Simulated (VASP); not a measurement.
# Ta2Ru (P6_3/mmc) in VASP: relaxation of cell and atoms with PBE

Aim: the relaxation of cell and atoms of Ta2Ru with PBE.

All numbers are computed with VASP 6.6.1; they aren't measurements. Logs are shortened: lines on timing, memory, paths and dates and some standing lists are left out, and cuts for length are marked.

## 1. The cell of the first run

It takes space group P6_3/mmc (No. 194, hexagonal). The conventional cell has a = 2.888 Å, b = 2.888 Å, c = 13.979 Å, α = 90.00°, β = 90.00°, γ = 120.00°. Ta (site symmetry 3m) has 3 Ru at 2.78 Å and 9 Ta at 2.89 to 3.05 Å within 3.7 Å. Within 3.7 Å of Ru (site symmetry -6m2) lie 6 Ta at 2.78 Å and 6 Ru at 2.89 Å.

## 2. Relaxation of cell and atoms, PBE

INCAR

```
ALGO     = Fast           # electronic algorithm
EDIFF    = 1E-6           # SCF threshold, eV
EDIFFG   = -0.01          # ionic threshold
ENCUT    = 600            # plane-wave cutoff, eV
GGA      = PE             # functional
IBRION   = 2              # ionic algorithm
ISIF     = 3              # what is computed and relaxed
ISMEAR   = 0              # smearing method
LASPH    = T              # aspherical terms in the spheres
LCHARG   = F              # write CHGCAR
LREAL    = F              # projectors in reciprocal space
LWAVE    = F              # write WAVECAR
NELM     = 80             # most SCF steps
NSW      = 100            # ionic steps
PREC     = Accurate       # precision mode
SIGMA    = 0.1            # smearing width, eV
```

KPOINTS

```
k-points
0
Gamma
  12 12 4
```

POSCAR

```
Ta2Ru
1.0
    2.8878264122      0.0000000000      0.0000000000
   -1.4439132061      2.5009310347      0.0000000000
    0.0000000000      0.0000000000     13.9790991804
Ta Ru
4 2
Direct
    0.3333333333      0.6666666667      0.5913116716
    0.6666666667      0.3333333333      0.0913116716
    0.3333333333      0.6666666667      0.9086883284
    0.6666666667      0.3333333333      0.4086883284
    0.3333333333      0.6666666667      0.2500000000
    0.6666666667      0.3333333333      0.7500000000
```

Potentials or basis: VASP PAW PBE potentials, release 64 (Ta_pv, Ru_pv).

The run is started by

```bash
> cat potpaw_PBE.64/Ta_pv/POTCAR potpaw_PBE.64/Ru_pv/POTCAR > POTCAR
> mpirun -np 1 vasp_std > vasp.out
```

OUTCAR:

```text
EDIFF = 1E-6
   EDIFFG = -0.01
   ENCUT = 600
   GGA = PE
   IBRION = 2
   ISIF = 3
   ISMEAR = 0
   LASPH = T
   LREAL = F
   NELM = 80
   NSW = 100
   PREC = Accurate

 ion  position               nearest neighbor table
   1  0.333  0.667  0.591-   6 2.78   6 2.78   6 2.78   4 3.05   4 3.05   4 3.05
   2  0.667  0.333  0.091-   5 2.78   5 2.78   5 2.78   3 3.05   3 3.05   3 3.05
   3  0.333  0.667  0.909-   6 2.78   6 2.78   6 2.78   2 3.05   2 3.05   2 3.05
   4  0.667  0.333  0.409-   5 2.78   5 2.78   5 2.78   1 3.05   1 3.05   1 3.05
   5  0.333  0.667  0.250-   2 2.78   4 2.78   2 2.78   4 2.78   2 2.78   4 2.78
   6  0.667  0.333  0.750-   1 2.78   3 2.78   1 2.78   3 2.78   1 2.78   3 2.78

  LATTYP: Found a hexagonal cell.
 ALAT       =     2.8878264122
 C/A-ratio  =     4.8406992613

  Lattice vectors:

 A1 = (   2.8878264122,   0.0000000000,   0.0000000000)
 A2 = (  -1.4439132061,   2.5009310347,   0.0000000000)
 A3 = (   0.0000000000,   0.0000000000,  13.9790991804)

Analysis of symmetry for initial positions (statically):
=====================================================================
 Subroutine PRICEL returns:
 Original cell was already a primitive cell.

 Routine SETGRP: Setting up the symmetry group for a
 hexagonal supercell.

 Subroutine GETGRP returns: Found 24 space group operations
 (whereof 12 operations were pure point group operations)
 out of a pool of 24 trial point group operations.

The static configuration has the point symmetry D_3d.
 The point group associated with its full space group is D_6h.

Analysis of symmetry for dynamics (positions and initial velocities):
=====================================================================
 Subroutine PRICEL returns:
 Original cell was already a primitive cell.

 Routine SETGRP: Setting up the symmetry group for a
 hexagonal supercell.

 Subroutine GETGRP returns: Found 24 space group operations
 (whereof 12 operations were pure point group operations)
 out of a pool of 24 trial point group operations.

The dynamic configuration has the point symmetry D_3d.
 The point group associated with its full space group is D_6h.

 Subroutine INISYM returns: Found 24 space group operations
 (whereof 12 operations are pure point group operations),
 and found     1 'primitive' translations

----------------------------------------------------------------------------------------

                                     Primitive cell

  volume of cell :     100.9606

  direct lattice vectors                    reciprocal lattice vectors
     2.887826412  0.000000000  0.000000000     0.346281202  0.199925545  0.000000000
    -1.443913206  2.500931035  0.000000000     0.000000000  0.399851090  0.000000000
     0.000000000  0.000000000 13.979099180     0.000000000  0.000000000  0.071535368

  length of vectors
     2.887826412  2.887826412 13.979099180     0.399851090  0.399851090  0.071535368

  position of ions in fractional coordinates (direct lattice)
     0.333333333  0.666666667  0.591311672
     0.666666667  0.333333333  0.091311672
     0.333333333  0.666666667  0.908688328
     0.666666667  0.333333333  0.408688328
     0.333333333  0.666666667  0.250000000
     0.666666667  0.333333333  0.750000000

  ion indices of the primitive-cell ions
   primitive index   ion index
                 1           1
                 2           2
                 3           3
                 4           4
                 5           5
                 6           6

----------------------------------------------------------------------------------------

 KPOINTS: k-points

Automatic generation of k-mesh.
 Grid dimensions read from file:
 generate k-points for:   12   12    4

 Generating k-lattice:

  Cartesian coordinates                     Fractional coordinates (reciprocal lattice)
     0.028856767  0.016660462  0.000000000     0.083333333  0.000000000  0.000000000
     0.000000000  0.033320924  0.000000000     0.000000000  0.083333333  0.000000000
     0.000000000  0.000000000  0.017883842     0.000000000  0.000000000  0.250000000

  Length of vectors
     0.033320924  0.033320924  0.017883842

  Shift w.r.t. Gamma in fractional coordinates (k-lattice)
     0.000000000  0.000000000  0.000000000

 Subroutine IBZKPT returns following result:
 ===========================================

 Found     57 irreducible k-points:

 Following reciprocal coordinates:
            Coordinates               Weight
  0.000000  0.000000  0.000000      1.000000
  0.083333  0.000000  0.000000      6.000000
  0.166667  0.000000  0.000000      6.000000
  0.250000  0.000000  0.000000      6.000000
  0.333333  0.000000  0.000000      6.000000
  0.416667  0.000000  0.000000      6.000000
[... 16 lines left out ...]
  0.250000  0.000000  0.250000     12.000000
  0.333333  0.000000  0.250000     12.000000
 [... further k-points ...]
   k-points           NKPTS =     57   k-points in BZ     NKDIM =     57   number of bands    NBANDS=     43
   number of dos      NEDOS =    301   number of ions     NIONS =      6
   total plane-waves  NPLWV =  64512
   dimension x,y,z NGX =    24 NGY =   24 NGZ =  112
   dimension x,y,z NGXF=    48 NGYF=   48 NGZF=  224
   ions per type =               4   2
   NGX,Y,Z   is equivalent  to a cutoff of  13.82, 13.82, 13.32 a.u.
   NGXF,Y,Z  is equivalent  to a cutoff of  27.63, 27.63, 26.64 a.u.
 SYSTEM =  unknown system
   PREC   = accura    normal or accurate (medium, high low for compatibility)
   ISTART =      0    job   : 0-new  1-cont  2-samecut
   ICHARG =      2    charge: 1-file 2-atom 10-const
   ISPIN  =      1    spin polarized calculation?
   LNONCOLLINEAR =      F non collinear calculations
   LSORBIT =      F    spin-orbit coupling
   LASPH  =      T    aspherical Exc in radial PAW
   ENCUT  =  600.0 eV  44.10 Ry    6.64 a.u.   5.77  5.77 27.92*2*pi/ulx,y,z
   NELM   =     80;   NELMIN=  2; NELMDL= -5     # of ELM steps
   EDIFF  = 0.1E-05   stopping-criterion for ELM
   LREAL  =      F    real-space projection
   EDIFFG = -.1E-01   stopping-criterion for IOM
   NSW    =    100    number of steps for IOM
   IBRION =      2    ionic relax: 0-MD 1-quasi-New 2-CG
   NFREE  =      1    steps in history (QN), initial steepest desc. (CG)
   ISIF   =      3    stress and relaxation
   ISYM   =      2    0-nonsym 1-usesym 2-fastsym
   POTIM  = 0.5000    time-step for ionic-motion
   TEBEG  =    0.0;   TEEND  =   0.0 temperature during run
   PSTRESS=    0.0 pullay stress
   NELECT =      72.0000    total number of electrons
   NUPDOWN=      -1.0000    fix difference up-down
   EMIN   =  10.00;   EMAX   =-10.00  energy-range for DOS
   EFERMI =   0.00;   METHOD = LEGACY
   ISMEAR =     0;   SIGMA  =   0.10  broadening in eV -4-tet -1-fermi 0-gaus
   EFERMI_NEDOS =   21; number of points for ismear=-14 and -15
   IALGO  =     68    algorithm
   IMIX   =      4    mixing-type and parameters
     AMIX     =   0.40;   BMIX     =  1.00
     AMIX_MAG =   1.60;   BMIX_MAG =  1.00
  volume/ion in A,a.u.               =      16.83       113.55
  Fermi-wavevector in a.u.,A,eV,Ry     =   1.462632  2.763973 29.106830  2.139292
  Thomas-Fermi vector in A             =   2.578822
   LORBIT       =      0    0 simple, 1 ext, 2 COOP (PROOUT), +10 PAW based schemes
   GGA     = PE    functional components
   LHFCALC =     F    Hartree Fock is set to
   AEXX    =    0.0000 exact exchange contribution
   IVDW    =     0    specifies the selected vdW correction
   LEPSILON=     F    determine dielectric tensor
   LRPA    =     F    only Hartree local field effects (RPA)
 conjugate gradient relaxation of ions
 non-spin polarized calculation
 RMM-DIIS sequential band-by-band and
 Gauss-broadening in eV      SIGMA  =   0.10
  energy-cutoff  :      600.00
  volume of cell :      100.96
 maximum number of plane-waves:      3392
 NGX is ok and might be reduce to    24
   NGX = 11   NGY = 11   NGZ = 55

--------------------------------------- Ionic step        1  -------------------------------------------

 number of electron      72.0000001 magnetization

 Free energy of the ion-electron system (eV)
  ---------------------------------------------------
  ext. energy  EPLUGINS =         0.00000000
  ---------------------------------------------------
  free energy    TOTEN  =       -65.20623017 eV

  energy without entropy =      -65.17455064  energy(sigma->0) =      -65.19039041

------------------------ aborting loop because EDIFF is reached ----------------------------------------

  FORCE on cell =-STRESS in cart. coord.  units (eV):
  Direction    XX          YY          ZZ          XY          YZ          ZX
  --------------------------------------------------------------------------------------
  -------------------------------------------------------------------------------------
  Total        1.1846915      1.1846915     -0.8704532      0.0000000     -0.0000000      0.0000000
  in kB       18.8002602     18.8002602    -13.8135097      0.0000000     -0.0000000      0.0000000
  external PRESSURE =       7.9290036 kB  Pullay stress =       0.0000000 kB
[... 225 lines left out ...]
  energy  without entropy=      -65.1880406013  energy(sigma->0) =      -65.20591118

--------------------------------------- Ionic step        7  -------------------------------------------

 number of electron      71.9999996 magnetization

 Free energy of the ion-electron system (eV)
  ---------------------------------------------------
  ext. energy  EPLUGINS =         0.00000000
  ---------------------------------------------------
  free energy    TOTEN  =       -65.22382915 eV

  energy without entropy =      -65.18785765  energy(sigma->0) =      -65.20584340

 E-fermi :   7.4606     XC(G=0): -12.8871

 val. band max:        7.4583053190   @ k =   0.5000   0.0000   0.2500
 cond. band min:       7.4612774218   @ k =   0.4167   0.1667   0.5000
 fundamental gap:      0.0029721028
 Fermi energy:         7.4605737010

 k-point     1 :       0.0000    0.0000    0.0000
  band No.  band energies     occupation
      1     -34.9117      2.00000
      2     -34.9113      2.00000
      3     -34.7661      2.00000
      4     -34.7661      2.00000
      5     -34.7661      2.00000
      6     -34.7661      2.00000
[... 1093 lines left out ...]
     42       9.9521      0.00000
     43      10.2758      0.00000

 [... further k-points ...]
[... 5 lines left out ...]
  --------------------------------------------------------------------------------------
  -------------------------------------------------------------------------------------
  Total       -0.0086785     -0.0086785     -0.0299842      0.0000000      0.0000000      0.0000000
  in kB       -0.1369865     -0.1369865     -0.4732878      0.0000000      0.0000000      0.0000000
  external PRESSURE =      -0.2490869 kB  Pullay stress =       0.0000000 kB
[... 21 lines left out ...]
  FREE ENERGIE OF THE ION-ELECTRON SYSTEM (eV)
  ---------------------------------------------------
  free  energy   TOTEN  =       -65.2238291533 eV

  energy  without entropy=      -65.1878576547  energy(sigma->0) =      -65.20584340

 reached required accuracy - stopping structural energy minimisation
```

Run time: 23 min. Hardware: 1 thread of Intel Xeon Platinum 8259CL at 2.50GHz (Skylake/Cascade Lake), shared host; peak memory 0.43 GiB.

What came out:

- Free energy: -65.2238 eV
- Relaxed volume: 16.92 Å³/atom
- Relaxed cell: a = 2.917 Å, b = 2.917 Å, c = 13.778 Å, α = 90.00°, β = 90.00°, γ = 120.00°
- Space group after relaxing (to 0.1 Å): P6_3/mmc (No. 194)
- Energy gained by relaxing: 2.9 meV/atom
- Ionic steps: 7
- Pressure after relaxing: 0.0 GPa
- Largest force after relaxing: 0.004 eV/Å
- Band gap on the k mesh: zero (bands 36 and 37 overlap by 1.43 eV)

Forces in eV/Å, atoms in the order of the input:
```
Ta   0.000  0.000 -0.004
Ta   0.000  0.000 -0.004
Ta   0.000  0.000  0.004
Ta   0.000  0.000  0.004
Ru   0.000  0.000  0.000
Ru   0.000  0.000  0.000
```

The path:
```
step  energy change (eV)  largest force (eV/Å)  pressure (GPa)  volume (Å³)
   1              0.0000                0.0660            0.79       100.96
   2             -0.0121                0.0413           -1.61       102.17
   3             -0.0124                0.0445           -1.30       102.01
   4             -0.0156                0.0484            1.04       101.07
   5             -0.0176                0.0115            0.13       101.43
   6             -0.0176                0.0108            0.09       101.44
   7             -0.0176                0.0043           -0.02       101.50
```

Final structure:
```
Ta Ru
1.0
     2.91665    0.00000    0.00000
    -1.45833    2.52589    0.00000
     0.00000    0.00000   13.77776
Ta Ru
4 2
Direct
  0.33333 0.66667 0.59164
  0.66667 0.33333 0.09164
  0.33333 0.66667 0.90836
  0.66667 0.33333 0.40836
  0.33333 0.66667 0.25000
  0.66667 0.33333 0.75000
```

Levels at points of the mesh, in eV from the Fermi level:
```csv
k point,band 34,band 35,band 36,band 37,band 38,band 39
"(0.00, 0.00, 0.00)",-0.97,-0.66,-0.13,0.30,0.55,0.55
"(0.50, 0.00, 0.00)",0.06,0.42,0.92,0.99,1.12,1.59
"(0.00, 0.00, 0.50)",-1.05,-0.33,-0.33,0.74,0.74,0.74
"(0.50, 0.00, 0.50)",0.20,0.93,0.93,1.08,1.08,1.53
```

Caveat: spin-orbit coupling is left out, which moves the levels of the heavy elements.
